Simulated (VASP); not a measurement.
# SnO2 (P1) in VASP: single point with PBE

Aim: the single point of SnO2 with PBE.

Program: VASP 6.6.1. These are calculated values, not measurements. Logs are shortened: lines on timing, memory, paths and dates and some standing lists are left out, and cuts for length are marked.

### Step 1. The cell of the first run

The typed cell holds 12 atoms: a = 4.828 Å, b = 3.238 Å, c = 10.717 Å, α = 103.99°, β = 68.88°, γ = 90.00°.

### Step 2. Single point, PBE

INCAR reads:

```
SYSTEM = SnO2
PREC     = Accurate       ! precision mode
ENCUT    = 520            ! plane-wave cutoff, eV
EDIFF    = 1E-6           ! SCF threshold, eV
ISMEAR   = 0              ! smearing method
SIGMA    = 0.05           ! smearing width, eV
LREAL    = .False.        ! projectors in reciprocal space
LASPH    = .True.         ! aspherical terms in the spheres
NELM     = 100            ! most SCF steps
ALGO     = Normal         ! electronic algorithm
ISIF     = 2              ! what is computed and relaxed
LWAVE    = .False.        ! write WAVECAR
LCHARG   = .False.        ! write CHGCAR
GGA      = PE             ! functional
NBANDS   = 64             ! bands
```

KPOINTS reads:

```
Automatic mesh
0
Gamma
  6 8 3
  0 0 0
```

POSCAR reads:

```
SnO2
1.0
    0.0000000000     -4.8277049970      0.0000000000
    0.0000000000      0.0000000000     -3.2379909379
    9.6554099939     -3.8621639976      2.5903927503
Sn O
4 8
Direct
    0.4386800000      0.5613200000      0.7016500000
    0.8386800000      0.1613200000      0.2016500000
   -0.2613200000      1.2613200000      0.9516500000
    0.1386800000      0.8613200000      0.4516500000
    0.0094328790      0.6839620346      0.8549525432
    0.4094328790      0.2839620346      0.3549525432
   -0.4452830518      1.1386779654      0.7983474568
   -0.0452830518      0.7386779654      0.2983474568
    0.2679271210      0.0386779654      0.0483474568
   -0.1320728790      0.4386779654      0.5483474568
    0.7226430518      0.5839620346      0.1049525432
    0.3226430518      0.9839620346      0.6049525432
```

Potentials or basis: VASP PAW PBE potentials, release 64 (Sn_d, O).

On the command line:

```
> cat potpaw_PBE.64/Sn_d/POTCAR potpaw_PBE.64/O/POTCAR > POTCAR
> mpirun -np 1 vasp_std > vasp.out
```

OUTCAR:

```text
SYSTEM = SnO2
   PREC = Accurate
   ENCUT = 520
   EDIFF = 1E-6
   ISMEAR = 0
   LREAL = .False.
   LASPH = .True.
   NELM = 100
   ISIF = 2
   GGA = PE

 ion  position               nearest neighbor table
   1  0.439  0.561  0.702-   7 2.09  12 2.09  12 2.09   7 2.09   5 2.09  10 2.09
   2  0.839  0.161  0.202-   8 2.09  11 2.09  11 2.09   8 2.09   6 2.09   9 2.09   3 2.98   3 3.61

   3  0.739  0.261  0.952-  11 1.70   5 2.09   5 2.09   7 2.09   9 2.33   2 2.98   2 3.61
   4  0.139  0.861  0.452-  10 2.09   6 2.09  10 2.09   6 2.09  12 2.09   8 2.09
   5  0.009  0.684  0.855-   3 2.09   3 2.09   1 2.09
   6  0.409  0.284  0.355-   4 2.09   4 2.09   2 2.09
   7  0.555  0.139  0.798-   1 2.09   1 2.09   3 2.09
   8  0.955  0.739  0.298-   2 2.09   2 2.09   4 2.09
   9  0.268  0.039  0.048-   2 2.09   3 2.33
  10  0.868  0.439  0.548-   4 2.09   4 2.09   1 2.09
  11  0.723  0.584  0.105-   3 1.70   2 2.09   2 2.09
  12  0.323  0.984  0.605-   1 2.09   1 2.09   4 2.09

  LATTYP: Found a triclinic cell.
 ALAT       =    10.0433732467
 B/A-ratio  =     1.2624309604
 C/A-ratio  =     1.4751085000
 COS(alpha) =     0.0072690959
 COS(beta)  =     0.4461469600
 COS(gamma) =     0.8945958668

  Lattice vectors:

 A1 = (  -9.6554099939,  -0.9655409994,  -2.5903927503)
 A2 = (  -9.6554099939,  -5.7932459964,  -5.8283836882)
 A3 = (  -9.6554099939,   8.6898689946,   7.1235800634)

Analysis of symmetry for initial positions (statically):
=====================================================================
 Subroutine PRICEL returns:
 Original cell was already a primitive cell.

 Routine SETGRP: Setting up the symmetry group for a
 triclinic supercell.

 Subroutine GETGRP returns: Found  1 space group operations
 (whereof  1 operations were pure point group operations)
 out of a pool of  2 trial point group operations.

The static configuration has the point symmetry C_1 .

Analysis of symmetry for dynamics (positions and initial velocities):
=====================================================================
 Subroutine PRICEL returns:
 Original cell was already a primitive cell.

 Routine SETGRP: Setting up the symmetry group for a
 triclinic supercell.

 Subroutine GETGRP returns: Found  1 space group operations
 (whereof  1 operations were pure point group operations)
 out of a pool of  2 trial point group operations.

The dynamic configuration has the point symmetry C_1 .

 Subroutine INISYM returns: Found  1 space group operations
 (whereof  1 operations are pure point group operations),
 and found     1 'primitive' translations

----------------------------------------------------------------------------------------

                                     Primitive cell

  volume of cell :     150.9340

  direct lattice vectors                    reciprocal lattice vectors
     0.000000000 -4.827704997  0.000000000    -0.082855104 -0.207137760  0.000000000
     0.000000000  0.000000000 -3.237990938     0.082855104  0.000000000 -0.308833477
     9.655409994 -3.862163998  2.590392750     0.103568880  0.000000000  0.000000000

  length of vectors
     4.827704997  3.237990938 10.716967271     0.223094195  0.319754726  0.103568880

  position of ions in fractional coordinates (direct lattice)
     0.438680000  0.561320000  0.701650000
     0.838680000  0.161320000  0.201650000
     0.738680000  0.261320000  0.951650000
     0.138680000  0.861320000  0.451650000
     0.009432879  0.683962035  0.854952543
     0.409432879  0.283962035  0.354952543
     0.554716948  0.138677965  0.798347457
     0.954716948  0.738677965  0.298347457
     0.267927121  0.038677965  0.048347457
     0.867927121  0.438677965  0.548347457
     0.722643052  0.583962035  0.104952543
     0.322643052  0.983962035  0.604952543

  ion indices of the primitive-cell ions
   primitive index   ion index
                 1           1
                 2           2
                 3           3
                 4           4
                 5           5
                 6           6
                 7           7
                 8           8
                 9           9
                10          10
                11          11
                12          12

----------------------------------------------------------------------------------------

 KPOINTS: Automatic mesh

Automatic generation of k-mesh.
 Grid dimensions read from file:
 generate k-points for:    6    8    3

 Generating k-lattice:

  Cartesian coordinates                     Fractional coordinates (reciprocal lattice)
    -0.013809184 -0.034522960  0.000000000     0.166666667  0.000000000  0.000000000
     0.010356888  0.000000000 -0.038604185     0.000000000  0.125000000 -0.000000000
     0.034522960  0.000000000  0.000000000     0.000000000  0.000000000  0.333333333

  Length of vectors
     0.037182366  0.039969341  0.034522960

  Shift w.r.t. Gamma in fractional coordinates (k-lattice)
     0.000000000  0.000000000  0.000000000

 Subroutine IBZKPT returns following result:
 ===========================================

 Found     74 irreducible k-points:

 Following reciprocal coordinates:
            Coordinates               Weight
  0.000000  0.000000  0.000000      1.000000
  0.166667  0.000000  0.000000      2.000000
  0.333333  0.000000  0.000000      2.000000
  0.500000  0.000000  0.000000      1.000000
  0.000000  0.125000  0.000000      2.000000
  0.166667  0.125000  0.000000      2.000000
[... 16 lines left out ...]
  0.000000  0.500000  0.000000      1.000000
  0.166667  0.500000 -0.000000      2.000000
 [... further k-points ...]
   k-points           NKPTS =     74   k-points in BZ     NKDIM =     74   number of bands    NBANDS=     64
   number of dos      NEDOS =    301   number of ions     NIONS =     12
   total plane-waves  NPLWV =  69120
   dimension x,y,z NGX =    36 NGY =   24 NGZ =   80
   dimension x,y,z NGXF=    72 NGYF=   48 NGZF=  160
   ions per type =               4   8
   NGX,Y,Z   is equivalent  to a cutoff of  12.40, 12.32, 12.41 a.u.
   NGXF,Y,Z  is equivalent  to a cutoff of  24.79, 24.64, 24.82 a.u.
 SYSTEM =  SnO2
   PREC   = accura    normal or accurate (medium, high low for compatibility)
   ISTART =      0    job   : 0-new  1-cont  2-samecut
   ICHARG =      2    charge: 1-file 2-atom 10-const
   ISPIN  =      1    spin polarized calculation?
   LNONCOLLINEAR =      F non collinear calculations
   LSORBIT =      F    spin-orbit coupling
   LASPH  =      T    aspherical Exc in radial PAW
   ENCUT  =  520.0 eV  38.22 Ry    6.18 a.u.   8.98  6.02 19.93*2*pi/ulx,y,z
   NELM   =    100;   NELMIN=  2; NELMDL= -5     # of ELM steps
   EDIFF  = 0.1E-05   stopping-criterion for ELM
   LREAL  =      F    real-space projection
   EDIFFG = 0.1E-04   stopping-criterion for IOM
   NSW    =      0    number of steps for IOM
   IBRION =     -1    ionic relax: 0-MD 1-quasi-New 2-CG
   NFREE  =      0    steps in history (QN), initial steepest desc. (CG)
   ISIF   =      2    stress and relaxation
   ISYM   =      2    0-nonsym 1-usesym 2-fastsym
   POTIM  = 0.5000    time-step for ionic-motion
   TEBEG  =    0.0;   TEEND  =   0.0 temperature during run
   PSTRESS=    0.0 pullay stress
   NELECT =     104.0000    total number of electrons
   NUPDOWN=      -1.0000    fix difference up-down
   EMIN   =  10.00;   EMAX   =-10.00  energy-range for DOS
   EFERMI =   0.00;   METHOD = LEGACY
   ISMEAR =     0;   SIGMA  =   0.05  broadening in eV -4-tet -1-fermi 0-gaus
   EFERMI_NEDOS =   21; number of points for ismear=-14 and -15
   IALGO  =     38    algorithm
   IMIX   =      4    mixing-type and parameters
     AMIX     =   0.40;   BMIX     =  1.00
     AMIX_MAG =   1.60;   BMIX_MAG =  1.00
  volume/ion in A,a.u.               =      12.58        84.88
  Fermi-wavevector in a.u.,A,eV,Ry     =   1.445962  2.732472 28.447149  2.090806
  Thomas-Fermi vector in A             =   2.564085
   LORBIT       =      0    0 simple, 1 ext, 2 COOP (PROOUT), +10 PAW based schemes
   GGA     = PE    functional components
   LHFCALC =     F    Hartree Fock is set to
   AEXX    =    0.0000 exact exchange contribution
   IVDW    =     0    specifies the selected vdW correction
   LEPSILON=     F    determine dielectric tensor
   LRPA    =     F    only Hartree local field effects (RPA)
 non-spin polarized calculation
 Gauss-broadening in eV      SIGMA  =   0.05
  energy-cutoff  :      520.00
  volume of cell :      150.93
 maximum number of plane-waves:      4091
   NGX = 17   NGY = 13   NGZ = 39

 number of electron     104.0000003 magnetization

 Free energy of the ion-electron system (eV)
  ---------------------------------------------------
  ext. energy  EPLUGINS =         0.00000000
  ---------------------------------------------------
  free energy    TOTEN  =       -70.36489982 eV

  energy without entropy =      -70.36322589  energy(sigma->0) =      -70.36406285

 E-fermi :   6.6454     XC(G=0): -10.9910

 val. band max:        6.6190160007   @ k =  -0.1667   0.0000   0.3333
 cond. band min:       6.6487514467   @ k =   0.0000   0.0000   0.0000
 fundamental gap:      0.0297354460
 Fermi energy:         6.6454356207

 k-point     1 :       0.0000    0.0000    0.0000
  band No.  band energies     occupation
      1     -17.0364      2.00000
      2     -15.5513      2.00000
      3     -15.3935      2.00000
      4     -15.1954      2.00000
      5     -15.1579      2.00000
      6     -15.0928      2.00000
[... 56 lines left out ...]
     63      15.9089      0.00000
     64      16.0567      0.00000

 k-point     2 :       0.1667    0.0000    0.0000
  band No.  band energies     occupation
      1     -17.0362      2.00000
      2     -15.5327      2.00000
      3     -15.3859      2.00000
      4     -15.2155      2.00000
      5     -15.1584      2.00000
      6     -15.0932      2.00000
[... 1530 lines left out ...]
     63      15.6338      0.00000
     64      15.9789      0.00000

 [... further k-points ...]

------------------------ aborting loop because EDIFF is reached ----------------------------------------

  FORCE on cell =-STRESS in cart. coord.  units (eV):
  Direction    XX          YY          ZZ          XY          YZ          ZX
  --------------------------------------------------------------------------------------
  -------------------------------------------------------------------------------------
  Total       17.9837920     -3.9289439      7.9152500    -11.8799025      1.5221180     -3.4263757
  in kB      190.8994958    -41.7060769     84.0210575   -126.1061847     16.1574135    -36.3712718
  external PRESSURE =      77.7381588 kB  Pullay stress =       0.0000000 kB

 VOLUME and BASIS-vectors are now :
 -----------------------------------------------------------------------------
  energy-cutoff  :      520.00
  volume of cell :      150.93
      direct lattice vectors                 reciprocal lattice vectors
     0.000000000 -4.827704997  0.000000000    -0.082855104 -0.207137760  0.000000000
     0.000000000  0.000000000 -3.237990938     0.082855104  0.000000000 -0.308833477
     9.655409994 -3.862163998  2.590392750     0.103568880  0.000000000  0.000000000

 POSITION                                       TOTAL-FORCE (eV/Angst)
 -----------------------------------------------------------------------------------
      6.77472     -4.82770     -0.00000        -0.139682     -0.293933     -0.041150
      1.94701     -4.82770     -0.00000         1.671916     -3.587859      0.256496
      9.18857     -7.24156      1.61900       -10.401377      6.015749      3.952457
      4.36087     -2.41385     -1.61900        -0.128218      0.370963     -0.009752
      8.25492     -3.34751     -0.00000         0.303826      1.053045     -0.306864
      3.42721     -3.34751     -0.00000        -0.324231     -0.222707      0.035149
      7.70837     -5.76136      1.61900        -0.374132     -0.276636     -0.397787
      2.88067     -5.76136     -1.61900         0.423167      0.257009     -0.047450
      0.46681     -1.48020      0.00000        -0.091683     -0.769537     -0.048354
      5.29452     -6.30790      0.00000         0.068658     -0.033438     -0.016920
      1.01336     -3.89405     -1.61900         8.893443     -2.515666     -3.362908
      5.84106     -3.89405     -1.61900         0.098314      0.003010     -0.012916
 -----------------------------------------------------------------------------------
    total drift:                               -0.001302      0.000075      0.000445

  FREE ENERGIE OF THE ION-ELECTRON SYSTEM (eV)
  ---------------------------------------------------
  free  energy   TOTEN  =       -70.3648998173 eV

  energy  without entropy=      -70.3632258892  energy(sigma->0) =      -70.36406285
```

Run time: 14 min. Hardware: 1 thread of Oxide Virtual Turin-like, shared host; peak memory 0.55 GiB.

What came out:

- Free energy: -70.3649 eV
- Pressure: 7.8 GPa
- Largest force: 12.649 eV/Å
- Band gap on the k mesh: 0.03 eV (least direct gap 0.09 eV)

Forces in eV/Å, atoms in the order of the input:
```
Sn   -0.140  -0.294  -0.041
Sn    1.672  -3.588   0.256
Sn  -10.401   6.016   3.952
Sn   -0.128   0.371  -0.010
O     0.304   1.053  -0.307
O    -0.324  -0.223   0.035
O    -0.374  -0.277  -0.398
O     0.423   0.257  -0.047
O    -0.092  -0.770  -0.048
O     0.069  -0.033  -0.017
O     8.893  -2.516  -3.363
O     0.098   0.003  -0.013
```

Stress tensor (GPa, compression positive):
```
 19.09 -12.61  -3.64
-12.61  -4.17   1.62
 -3.64   1.62   8.40
```

Caveat: the cell stands under pressure; spin-orbit coupling is left out, which moves the levels of the heavy elements; an odd mesh through Γ misses points on the zone boundary, where band edges can lie; forces of over 1 eV/Å act on the atoms, so gaps and moduli don't describe the material at rest.
